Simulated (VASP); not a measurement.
# SiTeS (P4mm) in VASP: notebook

Runs on SiTeS. Level: PBE. Tasks: single point, relaxation of cell and atoms.

Program: VASP 6.6.1. These are calculated values, not measurements. Logs are shortened: lines on timing, memory, paths and dates and some standing lists are left out, and cuts for length are marked.

## Step 1: The cell of the first run

The structure is tetragonal, space group P4mm (No. 99). The conventional cell has a = 3.102 Å, b = 3.102 Å, c = 8.107 Å, α = 90.00°, β = 90.00°, γ = 90.00°. Within 3.2 Å of Si (site symmetry 4mm) lie 4 S at 2.43 Å and 4 Si at 3.10 Å. Within 4.1 Å of Te (site symmetry 4mm) lie 4 Te at 3.10 Å and 4 Si at 3.74 Å and 2 S at 4.02 to 4.09 Å. Within 3.2 Å of S (site symmetry 4mm) lie 4 Si at 2.43 Å and 4 S at 3.10 Å.

The cell was generated, and may not be a known phase.

## Step 2: Single point, PBE

INCAR

```
PREC = Accurate
ENCUT = 520
EDIFF = 1E-6
ISMEAR = 0
SIGMA = 0.1
LREAL = False
LASPH = True
NELM = 60
ALGO = Normal
ISIF = 2
LWAVE = False
LCHARG = False
GGA = PE
NBANDS = 15
```

KPOINTS

```
Automatic mesh
0
Gamma
  14 14 6
```

POSCAR

```
SiTeS
1.0
    3.1020198054      0.0000000000      0.0000000000
    0.0000000000      3.1020198054      0.0000000000
    0.0000000000      0.0000000000      8.1069855404
Si Te S
1 1 1
Direct
    0.0000000000      0.0000000000      0.6886690127
    0.5000000000      0.5000000000      0.0627459096
    0.5000000000      0.5000000000      0.5586757977
```

Potentials or basis: VASP PAW PBE potentials, release 64 (Si, Te, S).

Command:

```console
> cat potpaw_PBE.64/Si/POTCAR potpaw_PBE.64/Te/POTCAR potpaw_PBE.64/S/POTCAR > POTCAR
> mpirun -np 1 vasp_std > vasp.out
```

OUTCAR:

```text
PREC = Accurate
   ENCUT = 520
   EDIFF = 1E-6
   ISMEAR = 0
   LREAL = False
   LASPH = True
   NELM = 60
   ISIF = 2
   GGA = PE

 ion  position               nearest neighbor table
   1  0.000  0.000  0.689-   3 2.43   3 2.43   3 2.43   3 2.43
   2  0.500  0.500  0.063-
   3  0.500  0.500  0.559-   1 2.43   1 2.43   1 2.43   1 2.43

  LATTYP: Found a simple tetragonal cell.
 ALAT       =     3.1020198054
 C/A-ratio  =     2.6134538298

  Lattice vectors:

 A1 = (   3.1020198054,   0.0000000000,   0.0000000000)
 A2 = (   0.0000000000,   3.1020198054,   0.0000000000)
 A3 = (   0.0000000000,   0.0000000000,   8.1069855404)

Analysis of symmetry for initial positions (statically):
=====================================================================
 Subroutine PRICEL returns:
 Original cell was already a primitive cell.

 Routine SETGRP: Setting up the symmetry group for a
 simple tetragonal supercell.

 Subroutine GETGRP returns: Found  8 space group operations
 (whereof  8 operations were pure point group operations)
 out of a pool of 16 trial point group operations.

The static configuration has the point symmetry C_4v.

Analysis of symmetry for dynamics (positions and initial velocities):
=====================================================================
 Subroutine PRICEL returns:
 Original cell was already a primitive cell.

 Routine SETGRP: Setting up the symmetry group for a
 simple tetragonal supercell.

 Subroutine GETGRP returns: Found  8 space group operations
 (whereof  8 operations were pure point group operations)
 out of a pool of 16 trial point group operations.

The dynamic configuration has the point symmetry C_4v.

 Subroutine INISYM returns: Found  8 space group operations
 (whereof  8 operations are pure point group operations),
 and found     1 'primitive' translations

----------------------------------------------------------------------------------------

                                     Primitive cell

  volume of cell :      78.0097

  direct lattice vectors                    reciprocal lattice vectors
     3.102019805  0.000000000  0.000000000     0.322370605  0.000000000  0.000000000
     0.000000000  3.102019805  0.000000000     0.000000000  0.322370605  0.000000000
     0.000000000  0.000000000  8.106985540     0.000000000  0.000000000  0.123350411

  length of vectors
     3.102019805  3.102019805  8.106985540     0.322370605  0.322370605  0.123350411

  position of ions in fractional coordinates (direct lattice)
     0.000000000  0.000000000  0.688669013
     0.500000000  0.500000000  0.062745910
     0.500000000  0.500000000  0.558675798

  ion indices of the primitive-cell ions
   primitive index   ion index
                 1           1
                 2           2
                 3           3

----------------------------------------------------------------------------------------

 KPOINTS: Automatic mesh

Automatic generation of k-mesh.
 Grid dimensions read from file:
 generate k-points for:   14   14    6

 Generating k-lattice:

  Cartesian coordinates                     Fractional coordinates (reciprocal lattice)
     0.023026472  0.000000000  0.000000000     0.071428571  0.000000000  0.000000000
     0.000000000  0.023026472  0.000000000     0.000000000  0.071428571  0.000000000
     0.000000000  0.000000000  0.020558402     0.000000000  0.000000000  0.166666667

  Length of vectors
     0.023026472  0.023026472  0.020558402

  Shift w.r.t. Gamma in fractional coordinates (k-lattice)
     0.000000000  0.000000000  0.000000000

 Subroutine IBZKPT returns following result:
 ===========================================

 Found    144 irreducible k-points:

 Following reciprocal coordinates:
            Coordinates               Weight
  0.000000  0.000000  0.000000      1.000000
  0.071429  0.000000  0.000000      4.000000
  0.142857  0.000000  0.000000      4.000000
  0.214286  0.000000  0.000000      4.000000
  0.285714  0.000000  0.000000      4.000000
  0.357143  0.000000  0.000000      4.000000
[... 16 lines left out ...]
  0.285714  0.214286  0.000000      8.000000
  0.357143  0.214286  0.000000      8.000000
 [... further k-points ...]
   k-points           NKPTS =    144   k-points in BZ     NKDIM =    144   number of bands    NBANDS=     15
   number of dos      NEDOS =    301   number of ions     NIONS =      3
   total plane-waves  NPLWV =  34560
   dimension x,y,z NGX =    24 NGY =   24 NGZ =   60
   dimension x,y,z NGXF=    48 NGYF=   48 NGZF=  120
   ions per type =               1   1   1
   NGX,Y,Z   is equivalent  to a cutoff of  12.86, 12.86, 12.30 a.u.
   NGXF,Y,Z  is equivalent  to a cutoff of  25.72, 25.72, 24.61 a.u.
 SYSTEM =  unknown system
   PREC   = accura    normal or accurate (medium, high low for compatibility)
   ISTART =      0    job   : 0-new  1-cont  2-samecut
   ICHARG =      2    charge: 1-file 2-atom 10-const
   ISPIN  =      1    spin polarized calculation?
   LNONCOLLINEAR =      F non collinear calculations
   LSORBIT =      F    spin-orbit coupling
   LASPH  =      T    aspherical Exc in radial PAW
   ENCUT  =  520.0 eV  38.22 Ry    6.18 a.u.   5.77  5.77 15.07*2*pi/ulx,y,z
   NELM   =     60;   NELMIN=  2; NELMDL= -5     # of ELM steps
   EDIFF  = 0.1E-05   stopping-criterion for ELM
   LREAL  =      F    real-space projection
   EDIFFG = 0.1E-04   stopping-criterion for IOM
   NSW    =      0    number of steps for IOM
   IBRION =     -1    ionic relax: 0-MD 1-quasi-New 2-CG
   NFREE  =      0    steps in history (QN), initial steepest desc. (CG)
   ISIF   =      2    stress and relaxation
   ISYM   =      2    0-nonsym 1-usesym 2-fastsym
   POTIM  = 0.5000    time-step for ionic-motion
   TEBEG  =    0.0;   TEEND  =   0.0 temperature during run
   PSTRESS=    0.0 pullay stress
   NELECT =      16.0000    total number of electrons
   NUPDOWN=      -1.0000    fix difference up-down
   EMIN   =  10.00;   EMAX   =-10.00  energy-range for DOS
   EFERMI =   0.00;   METHOD = LEGACY
   ISMEAR =     0;   SIGMA  =   0.10  broadening in eV -4-tet -1-fermi 0-gaus
   EFERMI_NEDOS =   21; number of points for ismear=-14 and -15
   IALGO  =     38    algorithm
   IMIX   =      4    mixing-type and parameters
     AMIX     =   0.40;   BMIX     =  1.00
     AMIX_MAG =   1.60;   BMIX_MAG =  1.00
  volume/ion in A,a.u.               =      26.00       175.48
  Fermi-wavevector in a.u.,A,eV,Ry     =   0.965455  1.824445 12.682033  0.932103
  Thomas-Fermi vector in A             =   2.095173
   LORBIT       =      0    0 simple, 1 ext, 2 COOP (PROOUT), +10 PAW based schemes
   GGA     = PE    functional components
   LHFCALC =     F    Hartree Fock is set to
   AEXX    =    0.0000 exact exchange contribution
   IVDW    =     0    specifies the selected vdW correction
   LEPSILON=     F    determine dielectric tensor
   LRPA    =     F    only Hartree local field effects (RPA)
 non-spin polarized calculation
 Gauss-broadening in eV      SIGMA  =   0.10
  energy-cutoff  :      520.00
  volume of cell :       78.01
 maximum number of plane-waves:      2128
 NGX is ok and might be reduce to    24
   NGX = 11   NGY = 11   NGZ = 31

 number of electron      15.9999998 magnetization

 Free energy of the ion-electron system (eV)
  ---------------------------------------------------
  ext. energy  EPLUGINS =         0.00000000
  ---------------------------------------------------
  free energy    TOTEN  =       -12.06035198 eV

  energy without entropy =      -12.05085510  energy(sigma->0) =      -12.05560354

 E-fermi :   5.0651     XC(G=0):  -9.0065

 val. band max:        5.0484148660   @ k =   0.1429   0.0000   0.3333
 cond. band min:       5.0698448443   @ k =   0.0714   0.0000   0.3333
 fundamental gap:      0.0214299782
 Fermi energy:         5.0650639052

 k-point     1 :       0.0000    0.0000    0.0000
  band No.  band energies     occupation
      1     -10.4932      2.00000
      2      -7.7083      2.00000
      3      -2.1147      2.00000
      4       2.2124      2.00000
      5       2.6547      2.00000
      6       2.6547      2.00000
      7       4.2309      2.00000
      8       6.2307      0.00000
      9       7.6794      0.00000
     10       7.6794      0.00000
     11       8.8554      0.00000
     12      11.3650      0.00000
     13      11.3650      0.00000
     14      11.5690      0.00000
     15      12.4090      0.00000

 k-point     2 :       0.0714    0.0000    0.0000
  band No.  band energies     occupation
      1     -10.4313      2.00000
      2      -7.6397      2.00000
      3      -2.0791      2.00000
      4       1.9417      2.00000
      5       2.3546      2.00000
      6       2.7070      2.00000
      7       4.4077      2.00000
      8       6.5218      0.00000
      9       6.9397      0.00000
     10       7.7425      0.00000
     11       9.1447      0.00000
     12      10.6987      0.00000
     13      11.3212      0.00000
     14      12.0586      0.00000
     15      12.7836      0.00000

 k-point     3 :       0.1429    0.0000    0.0000
  band No.  band energies     occupation
      1     -10.2482      2.00000
      2      -7.4366      2.00000
      3      -2.0110      2.00000
      4       0.8453      2.00000
      5       2.5005      2.00000
      6       2.8605      2.00000
      7       4.5328      2.00000
      8       5.4508      0.00000
      9       7.0876      0.00000
     10       7.9260      0.00000
     11       9.2011      0.00000
     12      10.6936      0.00000
     13      11.1469      0.00000
     14      12.5024      0.00000
     15      13.1240      0.00000

 k-point     4 :       0.2143    0.0000    0.0000
  band No.  band energies     occupation
      1      -9.9532      2.00000
      2      -7.1092      2.00000
      3      -2.1085      2.00000
      4      -0.0619      2.00000
      5       2.7646      2.00000
      6       3.1047      2.00000
      7       3.6611      2.00000
      8       4.7708      1.99997
      9       7.4920      0.00000
     10       8.2111      0.00000
     11       8.5323      0.00000
     12      10.7533      0.00000
     13      11.7989      0.00000
     14      13.0589      0.00000
     15      13.2238      0.00000
[... 307 lines left out ...]
 k-point    22 :       0.2143    0.2143    0.0000
  band No.  band energies     occupation
      1      -9.4277      2.00000
      2      -6.5077      2.00000
      3      -1.9423      2.00000
      4       0.2900      2.00000
      5       0.5893      2.00000
      6       3.2605      2.00000
      7       4.1199      2.00000
      8       4.2534      2.00000
      9       5.1363      0.31340
     10       7.7363      0.00000
     11       8.6981      0.00000
     12      10.1676      0.00000
     13      10.9156      0.00000
     14      13.2675      0.00000
     15      13.8689      0.00000

 k-point    23 :       0.2857    0.2143    0.0000
  band No.  band energies     occupation
      1      -9.0547      2.00000
      2      -6.0771      2.00000
      3      -2.2951      2.00000
      4      -0.0889      2.00000
      5       0.9249      2.00000
      6       2.7039      2.00000
      7       3.5959      2.00000
      8       4.4595      2.00000
      9       4.9536      1.88519
     10       6.9869      0.00000
     11       8.2133      0.00000
     12      10.3764      0.00000
     13      10.9724      0.00000
     14      12.9239      0.00000
     15      13.4667      0.00000

 k-point    24 :       0.3571    0.2143    0.0000
  band No.  band energies     occupation
      1      -8.6414      2.00000
      2      -5.5958      2.00000
      3      -3.0099      2.00000
      4       0.0869      2.00000
      5       1.3230      2.00000
      6       1.5196      2.00000
      7       3.6424      2.00000
      8       4.3852      2.00000
      9       5.1421      0.27606
     10       6.2201      0.00000
     11       8.0458      0.00000
     12      10.4792      0.00000
     13      10.9187      0.00000
     14      12.2182      0.00000
     15      12.9437      0.00000

 [... further k-points ...]

------------------------ aborting loop because EDIFF is reached ----------------------------------------

  FORCE on cell =-STRESS in cart. coord.  units (eV):
  Direction    XX          YY          ZZ          XY          YZ          ZX
  --------------------------------------------------------------------------------------
  -------------------------------------------------------------------------------------
  Total       -0.0505581     -0.0505581     -0.0099732      0.0000000      0.0000000      0.0000000
  in kB       -1.0383718     -1.0383718     -0.2048308      0.0000000      0.0000000      0.0000000
  external PRESSURE =      -0.7605248 kB  Pullay stress =       0.0000000 kB

 VOLUME and BASIS-vectors are now :
 -----------------------------------------------------------------------------
  energy-cutoff  :      520.00
  volume of cell :       78.01
      direct lattice vectors                 reciprocal lattice vectors
     3.102019805  0.000000000  0.000000000     0.322370605  0.000000000  0.000000000
     0.000000000  3.102019805  0.000000000     0.000000000  0.322370605  0.000000000
     0.000000000  0.000000000  8.106985540     0.000000000  0.000000000  0.123350411

 POSITION                                       TOTAL-FORCE (eV/Angst)
 -----------------------------------------------------------------------------------
      0.00000      0.00000      5.58303        -0.000000     -0.000000     -0.013176
      1.55101      1.55101      0.50868         0.000000      0.000000     -0.000066
      1.55101      1.55101      4.52918         0.000000      0.000000      0.013242
 -----------------------------------------------------------------------------------
    total drift:                               -0.000000     -0.000000      0.000488

  FREE ENERGIE OF THE ION-ELECTRON SYSTEM (eV)
  ---------------------------------------------------
  free  energy   TOTEN  =       -12.0603519848 eV

  energy  without entropy=      -12.0508550951  energy(sigma->0) =      -12.05560354
```

Wall time 3 min (1 thread of Intel Xeon 8259CL, shared host); peak memory 0.31 GiB.

What came out:

```
Free energy            : -12.0604 eV
Pressure               : -0.1 GPa
Largest force          : 0.013 eV/Å
Band gap on the k mesh : zero (bands 8 and 9 overlap by 2.80 eV)
```

Forces on the atoms (eV/Å):
```
Si   0.000  0.000 -0.013
Te   0.000  0.000  0.000
S    0.000  0.000  0.013
```

Levels at points of the mesh, in eV from the Fermi level:
```tsv
k point	band 6	band 7	band 8	band 9	band 10	band 11
(0.00, 0.00, 0.00)	-2.41	-0.83	1.17	2.61	2.61	3.79
(0.50, 0.00, 0.00)	-2.24	-0.95	-0.92	2.95	3.68	4.26
(0.50, 0.50, 0.00)	-3.62	-3.62	-2.37	0.78	0.90	1.71
(0.00, 0.00, 0.50)	-2.41	-0.07	1.43	2.60	2.60	3.79
(0.50, 0.00, 0.50)	-2.10	-1.47	-0.92	3.51	3.52	3.68
(0.50, 0.50, 0.50)	-3.64	-3.64	-2.23	0.49	0.85	1.85
```

Caveat: spin-orbit coupling is left out, which moves the levels of the heavy elements; this functional lacks dispersion, which binds layers or chains, so the pressure and a relaxed spacing across them are unreliable.

## Step 3: Relaxation of cell and atoms, PBE

This run uses another cell than the first one, of 26.17 Å³/atom.

INCAR

```
PREC = Accurate
ENCUT = 600
EDIFF = 1E-6
ISMEAR = 0
SIGMA = 0.1
LREAL = False
LASPH = True
NELM = 80
ALGO = Normal
ISIF = 3
LWAVE = False
LCHARG = False
GGA = PE
IBRION = 2
NSW = 100
EDIFFG = -0.01
```

KPOINTS is that of step 2.

POSCAR

```
SiTeS
1.0
    3.1300601651      0.0000000000      0.0000000000
    0.0000000000      3.1300601651      0.0000000000
    0.0000000000      0.0000000000      8.0129107514
Si Te S
1 1 1
Direct
    0.0000000000      0.0000000000      0.6973570109
    0.5000000000      0.5000000000      0.0458309485
    0.5000000000      0.5000000000      0.5669027606
```

Potentials or basis: VASP PAW PBE potentials, release 64 (Si, Te, S).

Command:

```console
> cat potpaw_PBE.64/Si/POTCAR potpaw_PBE.64/Te/POTCAR potpaw_PBE.64/S/POTCAR > POTCAR
> mpirun -np 1 vasp_std > vasp.out
```

It took 53 min on 1 thread of Intel Xeon 8259CL, shared host; peak memory 0.4 GiB.

The run converged. Its results:

```
Free energy                           : -12.0607 eV
Relaxed volume                        : 26.13 Å³/atom
Relaxed cell                          : a = 3.099 Å, b = 3.099 Å, c = 8.162 Å, α = 90.00°, β = 90.00°, γ = 90.00°
Space group after relaxing (to 0.1 Å) : P4mm (No. 99)
Energy gained by relaxing             : 3.2 meV/atom
Ionic steps                           : 32
Pressure after relaxing               : 0.0 GPa
Largest force after relaxing          : 0.009 eV/Å
Band gap on the k mesh                : zero (bands 8 and 9 overlap by 2.80 eV)
```

Forces in eV/Å, atoms in the order of the input:
```
Si   0.000  0.000  0.009
Te   0.000  0.000 -0.004
S    0.000  0.000 -0.005
```

Step by step:
```csv
step,energy change (eV),largest force (eV/Å),pressure (GPa),volume (Å³)
1,0.0000,0.0858,-0.48,78.50
2,-0.0029,0.0669,0.25,77.62
3,-0.0030,0.0664,0.21,77.68
4,-0.0039,0.0598,0.17,77.90
5,-0.0057,0.0740,0.07,78.57
6,-0.0059,0.1522,-0.12,79.90
7,-0.0063,0.1173,-0.04,79.33
8,-0.0072,0.0699,0.01,79.52
9,-0.0077,0.0231,0.08,79.79
10,-0.0077,0.0278,0.09,79.83
11,-0.0078,0.0175,-0.07,80.11
12,-0.0078,0.0192,-0.05,80.06
13,-0.0079,0.0181,-0.05,80.04
14,-0.0081,0.0173,-0.08,79.95
15,-0.0084,0.0178,-0.10,79.79
16,-0.0090,0.0406,-0.16,79.47
17,-0.0089,0.0903,-0.26,78.83
18,-0.0091,0.0626,-0.21,79.16
19,-0.0092,0.0601,-0.21,79.12
20,-0.0093,0.0531,-0.17,79.00
21,-0.0095,0.0390,-0.09,78.78
22,-0.0096,0.0120,0.07,78.32
23,-0.0096,0.0187,0.05,78.43
24,-0.0096,0.0275,-0.01,78.59
25,-0.0096,0.0221,0.01,78.50
26,-0.0096,0.0201,0.02,78.47
27,-0.0096,0.0192,0.02,78.45
28,-0.0096,0.0149,0.03,78.44
29,-0.0097,0.0033,0.01,78.40
30,-0.0097,0.0268,-0.03,78.32
31,-0.0097,0.0171,0.00,78.35
32,-0.0097,0.0085,0.01,78.38
```

Final structure:
```cif
data_structure
_symmetry_space_group_name_H-M 'P 1'
_symmetry_Int_Tables_number 1
_cell_length_a 3.0988
_cell_length_b 3.0988
_cell_length_c 8.1619
_cell_angle_alpha 90.000
_cell_angle_beta 90.000
_cell_angle_gamma 90.000
_cell_volume 78.38
loop_
_atom_site_label
_atom_site_type_symbol
_atom_site_fract_x
_atom_site_fract_y
_atom_site_fract_z
_atom_site_occupancy
Si1 Si 0.00000 0.00000 0.68786 1
Te1 Te 0.50000 0.50000 0.06335 1
S1 S 0.50000 0.50000 0.55888 1
```

Levels at points of the mesh, in eV from the Fermi level:
| k point | band 4 | band 5 | band 6 | band 7 | band 8 | band 9 | band 10 | band 11 | band 12 |
| --- | --- | --- | --- | --- | --- | --- | --- | --- | --- |
| (0.00, 0.00, 0.00) | -2.87 | -2.41 | -2.41 | -0.84 | 1.16 | 2.64 | 2.64 | 3.79 | 6.33 |
| (0.50, 0.00, 0.00) | -5.42 | -4.28 | -2.24 | -0.96 | -0.91 | 2.95 | 3.69 | 4.29 | 4.58 |
| (0.50, 0.50, 0.00) | -6.79 | -5.25 | -3.62 | -3.62 | -2.35 | 0.78 | 0.94 | 1.73 | 1.73 |
| (0.00, 0.00, 0.50) | -3.62 | -2.41 | -2.41 | -0.07 | 1.40 | 2.63 | 2.63 | 3.79 | 5.85 |
| (0.50, 0.00, 0.50) | -5.46 | -4.10 | -2.10 | -1.45 | -0.91 | 3.50 | 3.53 | 3.70 | 4.29 |
| (0.50, 0.50, 0.50) | -6.79 | -5.25 | -3.63 | -3.63 | -2.23 | 0.52 | 0.90 | 1.86 | 1.86 |

Caveat: spin-orbit coupling is left out, which moves the levels of the heavy elements; this functional lacks dispersion, which binds layers or chains, so the pressure and a relaxed spacing across them are unreliable.

The gap in the log of VASP goes by the Fermi energy; the results here count the filled bands.